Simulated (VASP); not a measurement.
Write the native input for VASP 6.6.1 that does the following.

| Item | Value |
| --- | --- |
| Task | single point |
| Functional | PBE |
| Dispersion | D3(BJ) |
| Potentials or basis | VASP PAW PBE potentials, release 64 (Be, Te) |
| Cutoff | 600 eV |
| k mesh | 4 × 4 × 4 |
| Occupations | gaussian, width 0.1 eV |
| Spin | no spin polarisation |
| Dipole correction | no |
| Further INCAR settings | ALGO = Normal; EDIFF = 1e-06; NBANDS = 11 |

The structure of BeTe lies in POSCAR:

```
BeTe
1.0
    0.0000000000      2.8314587876      2.8314587876
    2.8314587876      0.0000000000      2.8314587876
    2.8314587876      2.8314587876      0.0000000000
Be Te
1 1
Direct
    0.0000000000      0.0000000000      0.0000000000
    0.7500000000      0.7500000000      0.7500000000
```

The input as run:

INCAR

```
ALGO = Normal
EDIFF = 1E-6
ENCUT = 600
GGA = PE
GGA_COMPAT = F
ISIF = 2
ISMEAR = 0
IVDW = 12
LASPH = T
LCHARG = F
LREAL = F
LWAVE = F
NBANDS = 11
NELM = 120
PREC = Accurate
SIGMA = 0.1
```

KPOINTS

```
k-points
0
Gamma
  4 4 4
```

Potentials or basis: VASP PAW PBE potentials, release 64 (Be, Te).

Run with:

```sh
$ cat potpaw_PBE.64/Be/POTCAR potpaw_PBE.64/Te/POTCAR > POTCAR
$ mpirun -np 1 vasp_std > vasp.out
```

It gave:

```json
{
 "Pressure": "-1.9 GPa",
 "Band gap on the k mesh": "2.00 eV, indirect (least direct gap 3.61 eV)",
 "Dispersion energy per atom": "-0.333 eV"
}
```

Caveat: the k points lie up to 0.48 Å⁻¹ apart; spin-orbit coupling is left out, which moves the levels of the heavy elements.

Run time: 4.8 s on 1 thread of Intel(R) Xeon(R) Platinum 8375C CPU @ 2.90GHz (Ice Lake) (shared host), peak memory 0.18 GiB.
